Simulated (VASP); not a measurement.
# Rh (Fm-3m) in VASP: a series of runs

The runs below take Rh through single point, with r2SCAN, PBE.

All numbers are computed with VASP 6.6.1; they aren't measurements. Logs are shortened: lines on timing, memory, paths and dates and some standing lists are left out, and cuts for length are marked.

**1. The cell of the first run**

It takes space group Fm-3m (No. 225, cubic). The conventional cell has a = 3.805 Å, b = 3.805 Å, c = 3.805 Å, α = 90.00°, β = 90.00°, γ = 90.00°. Within 3.5 Å of Rh (site symmetry m-3m) lie 12 Rh at 2.69 Å.

**2. Single point, r2SCAN**

Contents of POSCAR:

```
Rh
1.0
    0.0000000000      1.9025902899      1.9025902899
    1.9025902899      0.0000000000      1.9025902899
    1.9025902899      1.9025902899      0.0000000000
Rh
1
Direct
    0.0000000000      0.0000000000      0.0000000000
```

Contents of INCAR.step1:

```
SYSTEM = Rh
PREC = Accurate
ENCUT = 520
ISMEAR = -1
SIGMA = 0.1
LREAL = .FALSE.
LASPH = .TRUE.
NELM = 100
NBANDS = 14
GGA = PE
ALGO = Normal
EDIFF = 1E-4
LWAVE = .TRUE.
LCHARG = .FALSE.
```

Contents of INCAR.step2:

```
SYSTEM = Rh
PREC = Accurate
ENCUT = 520
EDIFF = 1E-6
ISMEAR = -1
SIGMA = 0.1
LREAL = .FALSE.
LASPH = .TRUE.
NELM = 100
ALGO = Normal
ISIF = 2
LWAVE = .FALSE.
LCHARG = .FALSE.
METAGGA = R2SCAN
LMIXTAU = .TRUE.
NBANDS = 14
ISTART = 1
```

Contents of KPOINTS:

```
Automatic mesh
0
G
  15 15 15
  0 0 0
```

Potentials or basis: VASP PAW PBE potentials, release 64 (Rh_pv).

Command:

```
cat potpaw_PBE.64/Rh_pv/POTCAR > POTCAR
cp INCAR.step1 INCAR
mpirun -np 1 vasp_std > vasp.out
cp INCAR.step2 INCAR
mpirun -np 1 vasp_std > vasp.out
```

OUTCAR:

```text
SYSTEM = Rh
   PREC = Accurate
   ENCUT = 520
   EDIFF = 1E-6
   ISMEAR = -1
   LREAL = .FALSE.
   LASPH = .TRUE.
   NELM = 100
   ISIF = 2
   METAGGA = R2SCAN
   ISTART = 1

 ion  position               nearest neighbor table
   1  0.000  0.000  0.000-

  LATTYP: Found a face centered cubic cell.
 ALAT       =     3.8051805798

  Lattice vectors:

 A1 = (   0.0000000000,   1.9025902899,   1.9025902899)
 A2 = (   1.9025902899,   0.0000000000,   1.9025902899)
 A3 = (   1.9025902899,   1.9025902899,   0.0000000000)

Analysis of symmetry for initial positions (statically):
=====================================================================
 Subroutine PRICEL returns:
 Original cell was already a primitive cell.

 Routine SETGRP: Setting up the symmetry group for a
 face centered cubic supercell.

 Subroutine GETGRP returns: Found 48 space group operations
 (whereof 48 operations were pure point group operations)
 out of a pool of 48 trial point group operations.

The static configuration has the point symmetry O_h .

Analysis of symmetry for dynamics (positions and initial velocities):
=====================================================================
 Subroutine PRICEL returns:
 Original cell was already a primitive cell.

 Routine SETGRP: Setting up the symmetry group for a
 face centered cubic supercell.

 Subroutine GETGRP returns: Found 48 space group operations
 (whereof 48 operations were pure point group operations)
 out of a pool of 48 trial point group operations.

The dynamic configuration has the point symmetry O_h .

 Subroutine INISYM returns: Found 48 space group operations
 (whereof 48 operations are pure point group operations),
 and found     1 'primitive' translations

----------------------------------------------------------------------------------------

                                     Primitive cell

  volume of cell :      13.7742

  direct lattice vectors                    reciprocal lattice vectors
     0.000000000  1.902590290  1.902590290    -0.262799617  0.262799617  0.262799617
     1.902590290  0.000000000  1.902590290     0.262799617 -0.262799617  0.262799617
     1.902590290  1.902590290  0.000000000     0.262799617  0.262799617 -0.262799617

  length of vectors
     2.690668992  2.690668992  2.690668992     0.455182289  0.455182289  0.455182289

  position of ions in fractional coordinates (direct lattice)
     0.000000000  0.000000000  0.000000000

  ion indices of the primitive-cell ions
   primitive index   ion index
                 1           1

----------------------------------------------------------------------------------------

 KPOINTS: Automatic mesh

Automatic generation of k-mesh.
 Grid dimensions read from file:
 generate k-points for:   15   15   15

 Generating k-lattice:

  Cartesian coordinates                     Fractional coordinates (reciprocal lattice)
    -0.017519974  0.017519974  0.017519974     0.066666667  0.000000000  0.000000000
     0.017519974 -0.017519974  0.017519974     0.000000000  0.066666667  0.000000000
     0.017519974  0.017519974 -0.017519974     0.000000000  0.000000000  0.066666667

  Length of vectors
     0.030345486  0.030345486  0.030345486

  Shift w.r.t. Gamma in fractional coordinates (k-lattice)
     0.000000000  0.000000000  0.000000000

 Subroutine IBZKPT returns following result:
 ===========================================

 Found    120 irreducible k-points:

 Following reciprocal coordinates:
            Coordinates               Weight
  0.000000  0.000000  0.000000      1.000000
  0.066667  0.000000  0.000000      8.000000
  0.133333  0.000000  0.000000      8.000000
  0.200000  0.000000  0.000000      8.000000
  0.266667  0.000000  0.000000      8.000000
  0.333333  0.000000  0.000000      8.000000
[... 16 lines left out ...]
  0.133333  0.133333  0.000000      6.000000
  0.200000  0.133333  0.000000     24.000000
 [... further k-points ...]
   k-points           NKPTS =    120   k-points in BZ     NKDIM =    120   number of bands    NBANDS=     14
   number of dos      NEDOS =    301   number of ions     NIONS =      1
   total plane-waves  NPLWV =   8000
   dimension x,y,z NGX =    20 NGY =   20 NGZ =   20
   dimension x,y,z NGXF=    40 NGYF=   40 NGZF=   40
   ions per type =               1
   NGX,Y,Z   is equivalent  to a cutoff of  12.36, 12.36, 12.36 a.u.
   NGXF,Y,Z  is equivalent  to a cutoff of  24.71, 24.71, 24.71 a.u.
 SYSTEM =  Rh
   PREC   = accura    normal or accurate (medium, high low for compatibility)
   ISTART =      1    job   : 0-new  1-cont  2-samecut
   ICHARG =      0    charge: 1-file 2-atom 10-const
   ISPIN  =      1    spin polarized calculation?
   LNONCOLLINEAR =      F non collinear calculations
   LSORBIT =      F    spin-orbit coupling
   LASPH  =      T    aspherical Exc in radial PAW
   ENCUT  =  520.0 eV  38.22 Ry    6.18 a.u.   5.00  5.00  5.00*2*pi/ulx,y,z
   NELM   =    100;   NELMIN=  2; NELMDL=  0     # of ELM steps
   EDIFF  = 0.1E-05   stopping-criterion for ELM
   LREAL  =      F    real-space projection
   EDIFFG = 0.1E-04   stopping-criterion for IOM
   NSW    =      0    number of steps for IOM
   IBRION =     -1    ionic relax: 0-MD 1-quasi-New 2-CG
   NFREE  =      0    steps in history (QN), initial steepest desc. (CG)
   ISIF   =      2    stress and relaxation
   ISYM   =      2    0-nonsym 1-usesym 2-fastsym
   POTIM  = 0.5000    time-step for ionic-motion
   TEBEG  =    0.0;   TEEND  =   0.0 temperature during run
   PSTRESS=    0.0 pullay stress
   NELECT =      15.0000    total number of electrons
   NUPDOWN=      -1.0000    fix difference up-down
   EMIN   =  10.00;   EMAX   =-10.00  energy-range for DOS
   EFERMI =   0.00;   METHOD = LEGACY
   ISMEAR =    -1;   SIGMA  =   0.10  broadening in eV -4-tet -1-fermi 0-gaus
   EFERMI_NEDOS =   21; number of points for ismear=-14 and -15
   IALGO  =     38    algorithm
   IMIX   =      4    mixing-type and parameters
     AMIX     =   0.40;   BMIX     =  1.00
     AMIX_MAG =   1.60;   BMIX_MAG =  1.00
  volume/ion in A,a.u.               =      13.77        92.95
  Fermi-wavevector in a.u.,A,eV,Ry     =   1.684289  3.182845 38.597413  2.836830
  Thomas-Fermi vector in A             =   2.767338
   LORBIT       =      0    0 simple, 1 ext, 2 COOP (PROOUT), +10 PAW based schemes
   METAGGA = R2SCAN    functional components
   LHFCALC =     F    Hartree Fock is set to
   AEXX    =    0.0000 exact exchange contribution
   IVDW    =     0    specifies the selected vdW correction
   LEPSILON=     F    determine dielectric tensor
   LRPA    =     F    only Hartree local field effects (RPA)
 non-spin polarized calculation
  energy-cutoff  :      520.00
  volume of cell :       13.77
 maximum number of plane-waves:       380
   NGX =  9   NGY =  9   NGZ =  9

 number of electron      15.0000007 magnetization

 Free energy of the ion-electron system (eV)
  ---------------------------------------------------
  ext. energy  EPLUGINS =         0.00000000
  ---------------------------------------------------
  free energy    TOTEN  =       -24.15806308 eV

  energy without entropy =      -24.11598669  energy(sigma->0) =      -24.13702489

 E-fermi :  11.6914     XC(G=0): -15.1933

 val. band max:       11.6883241226   @ k =  -0.4667   0.4000   0.0000
 cond. band min:      11.6916552650   @ k =   0.3333   0.1333   0.0000
 fundamental gap:      0.0033311424
 Fermi energy:        11.6914386102

 k-point     1 :       0.0000    0.0000    0.0000
  band No.  band energies     occupation
      1     -36.0883      2.00000
      2     -36.0882      2.00000
      3     -36.0882      2.00000
      4       3.5322      2.00000
      5       8.5348      2.00000
      6       8.5348      2.00000
      7       8.5348      2.00000
      8      10.6289      1.99995
      9      10.6289      1.99995
     10      28.4166      0.00000
     11      29.0769      0.00000
     12      34.1575      0.00000
     13      34.1575      0.00000
     14      34.1575      0.00000

 k-point     2 :       0.0667    0.0000    0.0000
  band No.  band energies     occupation
      1     -36.1233      2.00000
      2     -36.0930      2.00000
      3     -36.0929      2.00000
      4       3.7189      2.00000
      5       8.4530      2.00000
      6       8.6069      2.00000
      7       8.6069      2.00000
      8      10.5896      1.99997
      9      10.5896      1.99997
     10      28.6815      0.00000
     11      29.0766      0.00000
     12      33.1716      0.00000
     13      34.4255      0.00000
     14      34.4255      0.00000

 k-point     3 :       0.1333    0.0000    0.0000
  band No.  band energies     occupation
      1     -36.2216      2.00000
      2     -36.1062      2.00000
      3     -36.1062      2.00000
      4       4.2408      2.00000
      5       8.2694      2.00000
      6       8.7798      2.00000
      7       8.7798      2.00000
      8      10.5238      1.99998
      9      10.5238      1.99998
     10      29.0759      0.00000
     11      29.3395      0.00000
     12      31.2715      0.00000
     13      35.1909      0.00000
     14      35.1909      0.00000
[... 324 lines left out ...]
 k-point    23 :       0.1333    0.1333    0.0000
  band No.  band energies     occupation
      1     -36.2176      2.00000
      2     -36.1362      2.00000
      3     -36.1362      2.00000
      4       4.4804      2.00000
      5       7.9277      2.00000
      6       9.0368      2.00000
      7       9.0368      2.00000
      8      10.0196      2.00000
      9      10.8673      1.99947
     10      29.0763      0.00000
     11      29.7739      0.00000
     12      32.2809      0.00000
     13      33.9943      0.00000
     14      33.9943      0.00000

 k-point    24 :       0.2000    0.1333    0.0000
  band No.  band energies     occupation
      1     -36.3110      2.00000
      2     -36.1606      2.00000
      3     -36.1540      2.00000
      4       5.0373      2.00000
      5       7.6641      2.00000
      6       9.1910      2.00000
      7       9.2786      2.00000
      8       9.9491      2.00000
      9      11.0013      1.99799
     10      29.0760      0.00000
     11      30.4046      0.00000
     12      31.0086      0.00000
     13      33.8072      0.00000
     14      34.3448      0.00000

 [... further k-points ...]

------------------------ aborting loop because EDIFF is reached ----------------------------------------

  FORCE on cell =-STRESS in cart. coord.  units (eV):
  Direction    XX          YY          ZZ          XY          YZ          ZX
  --------------------------------------------------------------------------------------
  -------------------------------------------------------------------------------------
  Total        0.0294686      0.0294686      0.0294686     -0.0000000     -0.0000000     -0.0000000
  in kB        3.4277154      3.4277154      3.4277154     -0.0000000     -0.0000000     -0.0000000
  external PRESSURE =       3.4277154 kB  Pullay stress =       0.0000000 kB

 VOLUME and BASIS-vectors are now :
 -----------------------------------------------------------------------------
  energy-cutoff  :      520.00
  volume of cell :       13.77
      direct lattice vectors                 reciprocal lattice vectors
     0.000000000  1.902590290  1.902590290    -0.262799617  0.262799617  0.262799617
     1.902590290  0.000000000  1.902590290     0.262799617 -0.262799617  0.262799617
     1.902590290  1.902590290  0.000000000     0.262799617  0.262799617 -0.262799617

 POSITION                                       TOTAL-FORCE (eV/Angst)
 -----------------------------------------------------------------------------------
      0.00000      0.00000      0.00000         0.000000      0.000000      0.000000
 -----------------------------------------------------------------------------------
    total drift:                               -0.000000     -0.000000     -0.000000

  FREE ENERGIE OF THE ION-ELECTRON SYSTEM (eV)
  ---------------------------------------------------
  free  energy   TOTEN  =       -24.1580630761 eV

  energy  without entropy=      -24.1159866940  energy(sigma->0) =      -24.13702489
```

Run time: 2.6 min. Hardware: 1 thread of AMD EPYC 7R13, shared host; peak memory 0.11 GiB.

What came out:

```yaml
Free_energy: -24.1581 eV
Pressure: 0.3 GPa
```

Caveat: the PAW data sets were made with another functional, which shifts forces and pressure a little.

**3. Single point, r2SCAN**

This run uses another cell than the first one, of 14.20 Å³/atom, 1.031 times its volume.

Contents of POSCAR:

```
Rh
1.0
    0.0000000000      1.9218096745      1.9218096745
    1.9218096745      0.0000000000      1.9218096745
    1.9218096745      1.9218096745      0.0000000000
Rh
1
Direct
    0.0000000000      0.0000000000      0.0000000000
```

Contents of INCAR.step1:

```
PREC     = Accurate       # precision mode
ENCUT    = 520            # plane-wave cutoff, eV
ISMEAR   = -1             # smearing method
SIGMA    = 0.1            # smearing width, eV
LREAL    = False          # projectors in reciprocal space
LASPH    = True           # aspherical terms in the spheres
NELM     = 100            # most SCF steps
NBANDS   = 14             # bands
GGA      = PE             # functional
ALGO     = Normal         # electronic algorithm
EDIFF    = 1E-4           # SCF threshold, eV
LWAVE    = True           # write WAVECAR
LCHARG   = False          # write CHGCAR
```

Contents of INCAR.step2:

```
PREC     = Accurate       # precision mode
ENCUT    = 520            # plane-wave cutoff, eV
EDIFF    = 1E-6           # SCF threshold, eV
ISMEAR   = -1             # smearing method
SIGMA    = 0.1            # smearing width, eV
LREAL    = False          # projectors in reciprocal space
LASPH    = True           # aspherical terms in the spheres
NELM     = 100            # most SCF steps
ALGO     = Normal         # electronic algorithm
ISIF     = 2              # what is computed and relaxed
LWAVE    = False          # write WAVECAR
LCHARG   = True           # write CHGCAR
METAGGA  = R2SCAN         # meta-GGA
LMIXTAU  = True         
LELF     = True           # ELF
LVHAR    = True         
NBANDS   = 14             # bands
ISTART   = 1
```

Contents of KPOINTS:

```
regular mesh
0
Gamma
  15 15 15
```

Potentials or basis: VASP PAW PBE potentials, release 64 (Rh_pv).

Command:

```
cat potpaw_PBE.64/Rh_pv/POTCAR > POTCAR
cp INCAR.step1 INCAR
mpirun -np 1 vasp_std > vasp.out
cp INCAR.step2 INCAR
mpirun -np 1 vasp_std > vasp.out
```

Run time: 2.5 min. Hardware: 1 thread of AMD EPYC 7R13, shared host; peak memory 0.11 GiB.

Results (log left out):

* Free energy: -24.1486 eV
* Pressure: -7.5 GPa

Levels at points of the mesh, in eV from the Fermi level:
| k point | band 4 | band 5 | band 6 | band 7 | band 8 | band 9 | band 10 | band 11 |
| --- | --- | --- | --- | --- | --- | --- | --- | --- |
| (0.00, 0.00, 0.00) | -7.93 | -3.01 | -3.01 | -3.01 | -1.02 | -1.02 | 16.74 | 17.43 |

Caveat: the PAW data sets were made with another functional, which shifts forces and pressure a little.

**4. Single point, r2SCAN**

This run uses another cell than the first one, of 14.62 Å³/atom, 1.061 times its volume.

Contents of POSCAR:

```
Rh
1.0
    0.0000000000      1.9406521474      1.9406521474
    1.9406521474      0.0000000000      1.9406521474
    1.9406521474      1.9406521474      0.0000000000
Rh
1
Direct
    0.0000000000      0.0000000000      0.0000000000
```

Contents of INCAR.step1:

```
SYSTEM = Rh
  ALGO = Normal
  EDIFF = 1E-4
  ENCUT = 520
  GGA = PE
  ISMEAR = -1
  LASPH = .TRUE.
  LCHARG = .FALSE.
  LREAL = .FALSE.
  LWAVE = .TRUE.
  NBANDS = 14
  NELM = 60
  PREC = Accurate
  SIGMA = 0.1
```

Contents of INCAR.step2:

```
SYSTEM = Rh
  ALGO = Normal
  EDIFF = 1E-6
  ENCUT = 520
  ISIF = 2
  ISMEAR = -1
  ISTART = 1
  LASPH = .TRUE.
  LCHARG = .FALSE.
  LMIXTAU = .TRUE.
  LREAL = .FALSE.
  LWAVE = .FALSE.
  METAGGA = R2SCAN
  NBANDS = 14
  NELM = 60
  PREC = Accurate
  SIGMA = 0.1
```

Contents of KPOINTS:

```
k-points
0
G
  15 15 15
  0 0 0
```

Command:

```
cat potpaw_PBE.64/Rh_pv/POTCAR > POTCAR
cp INCAR.step1 INCAR
mpirun -np 1 vasp_std > vasp.out
cp INCAR.step2 INCAR
mpirun -np 1 vasp_std > vasp.out
```

It took 2.4 min on 1 thread of AMD EPYC 7R13, shared host; peak memory 0.11 GiB.

The run converged. Its results:

* Free energy: -24.1203 eV
* Pressure: -14.0 GPa

Levels at points of the mesh, in eV from the Fermi level:
```csv
k point,band 3,band 4,band 5,band 6,band 7,band 8,band 9,band 10,band 11,band 12
"(0.00, 0.00, 0.00)",-47.67,-7.71,-2.87,-2.87,-2.87,-0.97,-0.97,16.75,17.48,22.14
```

Caveat: the PAW data sets were made with another functional, which shifts forces and pressure a little.

**5. Single point, r2SCAN**

This run uses another cell than the first one, of 14.62 Å³/atom, 1.061 times its volume.

POSCAR is that of step 4.

Contents of INCAR.step1:

```
ALGO = Normal
EDIFF = 1E-4
ENCUT = 520
GGA = PE
ISMEAR = -1
LASPH = T
LCHARG = F
LREAL = F
LWAVE = T
NBANDS = 14
NELM = 60
PREC = Accurate
SIGMA = 0.1
```

Contents of INCAR.step2:

```
ALGO = Normal
EDIFF = 1E-6
ENCUT = 520
ISIF = 2
ISMEAR = -1
ISTART = 1
LASPH = T
LCHARG = T
LELF = T
LMIXTAU = T
LREAL = F
LVHAR = T
LWAVE = F
METAGGA = R2SCAN
NBANDS = 14
NELM = 60
PREC = Accurate
SIGMA = 0.1
```

Contents of KPOINTS:

```
k-points
0
Gamma
  15 15 15
```

Command:

```
cat potpaw_PBE.64/Rh_pv/POTCAR > POTCAR
cp INCAR.step1 INCAR
mpirun -np 1 vasp_std > vasp.out
cp INCAR.step2 INCAR
mpirun -np 1 vasp_std > vasp.out
```

Run time: 2.5 min. Hardware: 1 thread of AMD EPYC 7R13, shared host; peak memory 0.11 GiB.

It converged, with:

```yaml
Free_energy: -24.1203 eV
Pressure: -14.0 GPa
```

Levels at points of the mesh, in eV from the Fermi level:
```csv
k point,band 3,band 4,band 5,band 6,band 7,band 8,band 9,band 10,band 11,band 12
"(0.00, 0.00, 0.00)",-47.67,-7.71,-2.87,-2.87,-2.87,-0.97,-0.97,16.75,17.48,22.14
```

Caveat: the PAW data sets were made with another functional, which shifts forces and pressure a little.

[end of part 1 of 2]
